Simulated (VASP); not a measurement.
Write the native input for VASP 6.6.1 that does the following.

* Task: single point
* Functional: PBE
* Potentials or basis: VASP PAW PBE potentials, release 64 (Sr_sv, Li_sv)
* Cutoff: 520 eV
* k mesh: 1 × 1 × 1
* Occupations: fermi-dirac, width 0.15 eV
* Spin: no spin polarisation
* Dipole correction: no
* Further INCAR settings: LREAL = Auto; ALGO = Normal; EDIFF = 1e-06; NBANDS = 184

The structure of Sr32Li (a cell with a defect) lies in POSCAR:

```
Sr32Li
1.0
   12.1600000000      0.0000000000      0.0000000000
    0.0000000000     12.1600000000      0.0000000000
    0.0000000000      0.0000000000     12.1600000000
Sr Li
32 1
Direct
    0.5339309211     -0.0112006579     -0.0055509868
    0.7461430921      0.2728947368     -0.0247697368
    0.7637088816      0.0043338816      0.2440625000
   -0.0015213816     -0.0318421053      0.0070476974
    0.2516365132      0.2555345395      0.0370641447
    0.5006414474      0.4981003289     -0.0197286184
    0.7283881579      0.7737828947     -0.0256578947
    0.2420230263     -0.0129029605      0.2588569079
    0.5132236842      0.2337993421      0.2819736842
    0.7960279605      0.5060937500      0.2054605263
    0.4989226974      0.0151069079      0.5190131579
    0.7310197368      0.2340789474      0.5001398026
    0.7624177632      0.0083881579      0.7532483553
    0.0114555921      0.5089967105     -0.0030921053
    0.2559786184      0.7285690789     -0.0032976974
    0.0094901316      0.2327960526      0.2430838816
    0.2080509868      0.5132730263      0.2492845395
    0.4945394737      0.7529523026      0.2537006579
   -0.0113569079      0.0138980263      0.4956085526
    0.2437746711      0.2441940789      0.4828536184
    0.5205921053      0.4818585526      0.5014144737
    0.7662828947      0.7148108553      0.5235855263
    0.2502220395      0.0197944079      0.7722368421
    0.4851315789      0.2314062500      0.7372697368
    0.7531250000      0.5183223684      0.7578536184
   -0.0078782895      0.7673026316      0.2509621711
    0.0285608553      0.4914226974      0.4979358553
    0.2266940789      0.7544243421      0.5197368421
   -0.0000328947      0.2695230263      0.7446381579
    0.2516036184      0.4908963816      0.7451726974
    0.5035855263      0.7374753289      0.7524177632
   -0.0128207237      0.7226644737      0.7530674342
    0.4969490132      0.5004934211      0.2164144737
```

These files were run (other wordings do the same):

INCAR

```
ALGO = Normal
EDIFF = 1E-6
ENCUT = 520
GGA = PE
ISIF = 2
ISMEAR = -1
LASPH = T
LCHARG = F
LREAL = Auto
LWAVE = F
NBANDS = 184
NELM = 100
PREC = Accurate
SIGMA = 0.15
```

KPOINTS

```
k-points
0
Gamma
  1 1 1
```

Potentials or basis: VASP PAW PBE potentials, release 64 (Sr_sv, Li_sv).

The run is started by

```console
$ cat potpaw_PBE.64/Sr_sv/POTCAR potpaw_PBE.64/Li_sv/POTCAR > POTCAR
$ mpirun -np 1 vasp_gam > vasp.out
```

It gave:

| Property | Result |
| --- | --- |
| Largest force | 1.051 eV/Å |
| Band gap on the k mesh | zero (an odd number of electrons rules out a gap without spin polarisation) |

Caveat: the k points lie up to 0.52 Å⁻¹ apart, too coarse for converged energies and pressures of a metal.

Run time: 34 min on 1 thread of Intel(R) Xeon(R) Platinum 8375C CPU @ 2.90GHz (Ice Lake), on a shared host, peak memory 1.4 GiB.
